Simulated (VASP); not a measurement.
# HfS2 in VASP: further runs

The runs below take HfS2 through relaxation of the atoms, with PBE+D3(BJ).

Program: VASP 6.6.1. These are calculated values, not measurements. Logs are shortened: lines on timing, memory, paths and dates and some standing lists are left out, and cuts for length are marked.

**1. The cell of the first run**

The cell holds a slab with vacuum, 6 atoms: a = 3.618 Å, b = 3.618 Å, c = 23.322 Å, α = 90.00°, β = 90.00°, γ = 120.00°.

**2. Relaxation of the atoms, PBE+D3(BJ) (layers slid over each other)**

The input, INCAR:

```
ALGO = Normal
DIPOL = 0.5 0.5 0.386
EDIFF = 1E-7
EDIFFG = -0.003
ENCUT = 450
GGA = PE
GGA_COMPAT = F
IBRION = 2
IDIPOL = 3
ISIF = 2
ISMEAR = 0
IVDW = 12
LASPH = T
LCHARG = F
LDIPOL = T
LREAL = F
LWAVE = F
NELM = 120
NELMDL = -8
NELMIN = 4
NSW = 40
PREC = Accurate
SIGMA = 0.05
```

The input, KPOINTS:

```
k-points
0
Gamma
  9 9 1
```

The input, POSCAR:

```
HfS2
1.0
    3.6183523043      0.0000000000      0.0000000000
   -1.8091761521      3.1335850153      0.0000000000
    0.0000000000      0.0000000000     23.3215601229
S Hf
4 2
Selective dynamics
Direct
    0.6666666667      0.3333333333      0.1929545012  F F F
    0.3333333333      0.6666666667      0.3175838019  F F T
    1.0000000000      1.0000000000      0.4534522807  F F T
    0.6666666667      1.3333333333      0.5780782051  F F T
    0.0000000000      0.0000000000      0.2553574386  F F T
    0.3333333333      0.6666666667      0.5156779527  F F T
```

Potentials or basis: VASP PAW PBE potentials, release 64 (S, Hf_pv).

Started as:

```
$ cat potpaw_PBE.64/S/POTCAR potpaw_PBE.64/Hf_pv/POTCAR > POTCAR
$ mpirun -np 1 vasp_std > vasp.out
```

OUTCAR:

```text
EDIFF = 1E-7
   EDIFFG = -0.003
   ENCUT = 450
   GGA = PE
   IBRION = 2
   ISIF = 2
   ISMEAR = 0
   IVDW = 12
   LASPH = T
   LREAL = F
   NELM = 120
   NELMDL = -8
   NELMIN = 4
   NSW = 40
   PREC = Accurate
 IVDW          = 12

 ion  position               nearest neighbor table
   1  0.667  0.333  0.193-   5 2.55   5 2.55   5 2.55
   2  0.333  0.667  0.318-   5 2.54   5 2.54   5 2.54
   3  0.000  0.000  0.453-   6 2.54   6 2.54   6 2.54
   4  0.667  0.333  0.578-   6 2.55   6 2.55   6 2.55
   5  0.000  0.000  0.255-   2 2.54   2 2.54   2 2.54   1 2.55   1 2.55   1 2.55
   6  0.333  0.667  0.516-   3 2.54   3 2.54   3 2.54   4 2.55   4 2.55   4 2.55

  LATTYP: Found a hexagonal cell.
 ALAT       =     3.6183523043
 C/A-ratio  =     6.4453536200

  Lattice vectors:

 A1 = (   3.6183523043,   0.0000000000,   0.0000000000)
 A2 = (  -1.8091761521,   3.1335850153,   0.0000000000)
 A3 = (   0.0000000000,   0.0000000000,  23.3215601229)

Analysis of symmetry for initial positions (statically):
=====================================================================
 Subroutine PRICEL returns:
 Original cell was already a primitive cell.

 Routine SETGRP: Setting up the symmetry group for a
 hexagonal supercell.

 Subroutine GETGRP returns: Found 12 space group operations
 (whereof  6 operations were pure point group operations)
 out of a pool of 24 trial point group operations.

The static configuration has the point symmetry C_3v.
 The point group associated with its full space group is D_3d.

Analysis of symmetry for dynamics (positions and initial velocities):
=====================================================================
 Subroutine PRICEL returns:
 Original cell was already a primitive cell.

 Routine SETGRP: Setting up the symmetry group for a
 hexagonal supercell.

 Subroutine GETGRP returns: Found 12 space group operations
 (whereof  6 operations were pure point group operations)
 out of a pool of 24 trial point group operations.

The dynamic configuration has the point symmetry C_3v.
 The point group associated with its full space group is D_3d.

Analysis of constrained symmetry for selective dynamics:
=====================================================================
 Subroutine PRICEL returns:
 Original cell was already a primitive cell.

 Routine SETGRP: Setting up the symmetry group for a
 hexagonal supercell.

 Subroutine GETGRP returns: Found  6 space group operations
[... 128 lines left out ...]
   LRPA    =     F    only Hartree local field effects (RPA)
 conjugate gradient relaxation of ions
 non-spin polarized calculation
 Gauss-broadening in eV      SIGMA  =   0.05
  energy-cutoff  :      450.00
  volume of cell :      264.43
 maximum number of plane-waves:      5769
 NGX is ok and might be reduce to    28
   NGX = 13   NGY = 13   NGZ = 81

--------------------------------------- Ionic step        1  -------------------------------------------

 number of electron      44.0000002 magnetization

 Free energy of the ion-electron system (eV)
  ---------------------------------------------------
  ext. energy  EPLUGINS =         0.00000000
  ---------------------------------------------------
  free energy    TOTEN  =       -45.81344297 eV

  energy without entropy =      -45.81344297  energy(sigma->0) =      -45.81344297

------------------------ aborting loop because EDIFF is reached ----------------------------------------

 Edisp (eV)   -1.63270

 E8    (eV) :    -0.7247
[... 117 lines left out ...]
  FREE ENERGIE OF THE ION-ELECTRON SYSTEM (eV)
  ---------------------------------------------------
  free  energy   TOTEN  =       -47.4463891511 eV

  energy  without entropy=      -47.4463891511  energy(sigma->0) =      -47.44638915

 vacuum level on the upper side and lower side of the slab       (xc-potential included)         0.000        -0.015

[... ionic steps 4 to 24 ...]

--------------------------------------- Ionic step       25  -------------------------------------------

 number of electron      43.9999999 magnetization

------------------------ aborting loop because EDIFF is reached ----------------------------------------
[... 33 lines left out ...]
  FREE ENERGIE OF THE ION-ELECTRON SYSTEM (eV)
  ---------------------------------------------------
  free  energy   TOTEN  =       -47.4510463279 eV

  energy  without entropy=      -47.4510463279  energy(sigma->0) =      -47.45104633

 dipolmoment           0.000000      0.000000     -0.000012 electrons x Angstroem

--------------------------------------- Ionic step       26  -------------------------------------------

 number of electron      43.9999999 magnetization

------------------------ aborting loop because EDIFF is reached ----------------------------------------
[... 39 lines left out ...]
--------------------------------------- Ionic step       27  -------------------------------------------

 number of electron      43.9999999 magnetization

 dipolmoment           0.000000      0.000000      0.000064 electrons x Angstroem

 Free energy of the ion-electron system (eV)
  ---------------------------------------------------
  ext. energy  EPLUGINS =         0.00000000
  ---------------------------------------------------
  free energy    TOTEN  =       -45.78900198 eV

  energy without entropy =      -45.78900198  energy(sigma->0) =      -45.78900198

 E-fermi :  -1.2605     XC(G=0):  -5.2787

 val. band max:       -1.5054491473   @ k =   0.0000   0.0000   0.0000
 cond. band min:      -0.3949848668   @ k =   0.4444  -0.0000   0.0000
 fundamental gap:      1.1104642805
 Fermi energy:        -1.2604603670

 k-point     1 :       0.0000    0.0000    0.0000
  band No.  band energies     occupation
      1     -32.1642      2.00000
      2     -32.1641      2.00000
      3     -32.0484      2.00000
      4     -32.0484      2.00000
      5     -32.0483      2.00000
      6     -32.0483      2.00000
[... 337 lines left out ...]
     25       2.0289      0.00000
     26       2.1280      0.00000

------------------------ aborting loop because EDIFF is reached ----------------------------------------

 vacuum level on the upper side and lower side of the slab       (xc-potential included)        -0.079        -0.057

 Edisp (eV)   -1.66205

 E8    (eV) :    -0.7383

  FORCE on cell =-STRESS in cart. coord.  units (eV):
  Direction    XX          YY          ZZ          XY          YZ          ZX
  --------------------------------------------------------------------------------------
  -------------------------------------------------------------------------------------
  Total      -0.43193    -0.43193    -0.03340    -0.00000    -0.00000     0.00000
  in kB      -2.61709    -2.61709    -0.20234    -0.00000    -0.00000     0.00000
  external pressure =       -1.81 kB  Pullay stress =        0.00 kB
[... 21 lines left out ...]
  FREE ENERGIE OF THE ION-ELECTRON SYSTEM (eV)
  ---------------------------------------------------
  free  energy   TOTEN  =       -47.4510520911 eV

  energy  without entropy=      -47.4510520911  energy(sigma->0) =      -47.45105209

 reached required accuracy - stopping structural energy minimisation

 vacuum level on the upper side and lower side of the slab         4.761         4.787
```

CONTCAR:

```text
HfS2
   1.00000000000000
     3.6183523043000001    0.0000000000000000    0.0000000000000000
    -1.8091761521000000    3.1335850153000000    0.0000000000000000
     0.0000000000000000    0.0000000000000000   23.3215601228999994
  S               Hf
     4     2
Selective dynamics
Direct
     0.6666666667000030    0.3333333332999970    0.1929545011999991   F   F   F
     0.3333333332999970    0.6666666667000030    0.3170574501459368   F   F   T
     0.0000000000000000    0.0000000000000000    0.4463661363921430   F   F   T
     0.6666666667000030    0.3333333332999970    0.5704869255475118   F   F   T
     0.0000000000000000    0.0000000000000000    0.2550782642137527   F   F   T
     0.3333333332999970    0.6666666667000030    0.5083499542357158   F   F   T

  0.00000000E+00  0.00000000E+00  0.00000000E+00
  0.00000000E+00  0.00000000E+00  0.00000000E+00
  0.00000000E+00  0.00000000E+00  0.00000000E+00
  0.00000000E+00  0.00000000E+00  0.00000000E+00
  0.00000000E+00  0.00000000E+00  0.00000000E+00
  0.00000000E+00  0.00000000E+00  0.00000000E+00
```

It took 24 min on 1 thread of Intel Xeon Platinum 8259CL at 2.50GHz (Skylake/Cascade Lake), shared host; peak memory 0.39 GiB.

What came out:

```yaml
Free_energy: -47.4511 eV
Energy_gained_by_relaxing: 0.8 meV/atom
Ionic_steps: 27
Band_gap_on_the_k_mesh: 1.11 eV (least direct gap 2.02 eV)
Dispersion_energy_per_atom: -0.277 eV
```

The path:
```csv
step,energy change (eV),largest force on free atoms (eV/Å),pressure (GPa)
1,0.0000,0.0690,-0.40
2,-0.0002,0.0336,-0.36
3,-0.0002,0.0370,-0.34
4,-0.0003,0.0398,-0.33
5,-0.0003,0.0319,-0.32
6,-0.0004,0.0513,-0.31
7,-0.0004,0.0491,-0.31
8,-0.0006,0.0425,-0.30
9,-0.0010,0.0292,-0.29
10,-0.0015,0.0499,-0.28
11,-0.0019,0.0946,-0.25
12,-0.0020,0.0917,-0.24
13,-0.0022,0.0820,-0.24
14,-0.0025,0.0626,-0.22
15,-0.0029,0.0944,-0.18
16,-0.0029,0.1105,-0.17
17,-0.0033,0.1009,-0.16
18,-0.0043,0.0719,-0.13
19,-0.0045,0.0679,-0.08
20,-0.0047,0.0361,-0.10
21,-0.0048,0.0215,-0.14
22,-0.0049,0.0166,-0.19
23,-0.0049,0.0110,-0.18
24,-0.0049,0.0078,-0.18
25,-0.0049,0.0080,-0.18
26,-0.0049,0.0035,-0.18
27,-0.0049,0.0025,-0.18
```

Final structure:
```xyz
6
Lattice="3.6184 0.0000 0.0000 -1.8092 3.1336 0.0000 0.0000 0.0000 23.3216" Properties=species:S:1:pos:R:3 pbc="T T T"
S     1.8092    1.0445    4.5000
S     0.0000    2.0891    7.3943
S     0.0000    0.0000   10.4100
S     1.8092    1.0445   13.3046
Hf    0.0000    0.0000    5.9488
Hf    0.0000    2.0891   11.8555
```

Levels at points of the mesh, in eV from the valence-band top:
| k point | band 20 | band 21 | band 22 | band 23 | band 24 | band 25 |
| --- | --- | --- | --- | --- | --- | --- |
| (0.00, 0.00, 0.00) | -0.07 | 0.00 | 0.00 | 2.04 | 2.04 | 2.06 |

Caveat: the cell differs from its parent crystal (layers slid over each other); spin-orbit coupling is left out, which moves the levels of the heavy elements.

**3. Relaxation of the atoms, PBE+D3(BJ)**

The input, INCAR:

```
SYSTEM = HfS2
PREC = Accurate
ENCUT = 450
EDIFF = 1E-7
ISMEAR = 0
SIGMA = 0.05
LREAL = .False.
LASPH = .True.
NELM = 120
ALGO = Normal
ISIF = 2
LWAVE = .False.
LCHARG = .False.
LDIPOL = .True.
IDIPOL = 3
DIPOL = 0.5 0.5 0.394
GGA = PE
IVDW = 12
IBRION = 2
NSW = 40
EDIFFG = -0.003
GGA_COMPAT = .False.
NELMIN = 4
NELMDL = -8
```

The input, KPOINTS:

```
Automatic mesh
0
Gamma
  9 9 1
  0 0 0
```

The input, POSCAR:

```
HfS2
1.0
    3.6183523043      0.0000000000      0.0000000000
   -1.8091761521      3.1335850153      0.0000000000
    0.0000000000      0.0000000000     23.3215601229
S Hf
4 2
Selective dynamics
Direct
    0.6666666667      0.3333333333      0.1929545012  F F F
    0.3333333333      0.6666666667      0.3177651933  F F T
    0.3333333333      0.6666666667      0.4695989464  F F T
    0.0000000000      1.0000000000      0.5944096385  F F T
    0.0000000000      0.0000000000      0.2553598473  F F T
   -0.3333333333      0.3333333333      0.5320042925  F F T
```

Potentials or basis: VASP PAW PBE potentials, release 64 (S, Hf_pv).

Started as:

```
$ cat potpaw_PBE.64/S/POTCAR potpaw_PBE.64/Hf_pv/POTCAR > POTCAR
$ mpirun -np 1 vasp_std > vasp.out
```

Wall time 28 min (1 thread of Intel Xeon Platinum 8488C (Sapphire Rapids), shared host); peak memory 0.39 GiB.

The run converged. Its results:

| Item | Value |
| --- | --- |
| Free energy | -47.3983 eV |
| Energy gained by relaxing | 0.7 meV/atom |
| Ionic steps | 28 |
| Band gap on the k mesh | 1.17 eV (least direct gap 1.95 eV) |
| Dispersion energy per atom | -0.265 eV |

The path:
| step | energy change (eV) | largest force on free atoms (eV/Å) | pressure (GPa) |
| --- | --- | --- | --- |
| 1 | 0.0000 | 0.0725 | -0.46 |
| 2 | -0.0006 | 0.0468 | -0.38 |
| 3 | -0.0006 | 0.0472 | -0.35 |
| 4 | -0.0007 | 0.0171 | -0.33 |
| 5 | -0.0008 | 0.0225 | -0.31 |
| 6 | -0.0008 | 0.0222 | -0.31 |
| 7 | -0.0009 | 0.0259 | -0.30 |
| 8 | -0.0009 | 0.0570 | -0.27 |
| 9 | -0.0010 | 0.0328 | -0.29 |
| 10 | -0.0010 | 0.0307 | -0.28 |
| 11 | -0.0011 | 0.0239 | -0.28 |
| 12 | -0.0011 | 0.0460 | -0.26 |
| 13 | -0.0011 | 0.0386 | -0.27 |
| 14 | -0.0012 | 0.0382 | -0.26 |
| 15 | -0.0014 | 0.0376 | -0.26 |
| 16 | -0.0019 | 0.0361 | -0.24 |
| 17 | -0.0026 | 0.0330 | -0.22 |
| 18 | -0.0035 | 0.0455 | -0.16 |
| 19 | -0.0025 | 0.1083 | -0.04 |
| 20 | -0.0036 | 0.0598 | -0.14 |
| 21 | -0.0039 | 0.0271 | -0.18 |
| 22 | -0.0039 | 0.0217 | -0.22 |
| 23 | -0.0039 | 0.0179 | -0.21 |
| 24 | -0.0039 | 0.0173 | -0.20 |
| 25 | -0.0039 | 0.0099 | -0.21 |
| 26 | -0.0039 | 0.0031 | -0.21 |
| 27 | -0.0039 | 0.0036 | -0.21 |
| 28 | -0.0039 | 0.0030 | -0.21 |

Final structure:
```
S Hf
1.0
     3.61835    0.00000    0.00000
    -1.80918    3.13359    0.00000
     0.00000    0.00000   23.32156
S Hf
4 2
Cartesian
  1.8092 1.0445 4.5000
  0.0000 2.0891 7.3950
  0.0000 2.0891 10.8171
  0.0000 0.0000 13.7128
  0.0000 0.0000 5.9496
  1.8092 1.0445 12.2628
```

Levels at points of the mesh, in eV from the valence-band top:
```tsv
k point	band 18	band 19	band 20	band 21	band 22	band 23	band 24	band 25	band 26
(0.00, 0.00, 0.00)	-0.54	-0.06	-0.06	0.00	0.00	2.06	2.06	2.06	2.06
```

Caveat: spin-orbit coupling is left out, which moves the levels of the heavy elements.
